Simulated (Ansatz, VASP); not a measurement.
**Cd in VASP and in Ansatz**

```
CELL_PARAMETERS angstrom
0.00000 2.15966 2.15966
2.15966 0.00000 2.15966
2.15966 2.15966 0.00000
ATOMIC_POSITIONS crystal
Cd 0.00000 0.00000 0.00000
```

Alike in both runs: task single point; functional PBE; k mesh 20 × 20 × 20; occupations fermi-dirac, width 0.1 eV; no spin polarisation.

|  | VASP | Ansatz |
| --- | --- | --- |
| version | VASP 6.6.1 | Ansatz 0.2.0 |
| potentials or method | VASP PAW PBE potentials, release 64 (Cd), cutoff 520 eV | plane waves (420 eV) with PAW, scalar-relativistic |
| valence electrons in the cell | 12 | 20 |

```csv
,VASP,Ansatz,Ansatz less VASP
pressure (GPa),8.0,7.6,-0.43
```

The functional is the same, so the differences come from potentials, cutoffs and numerics. VASP's potentials hold 12 valence electrons a cell and Ansatz's 20, so a difference there can come from the potentials and not from the codes.
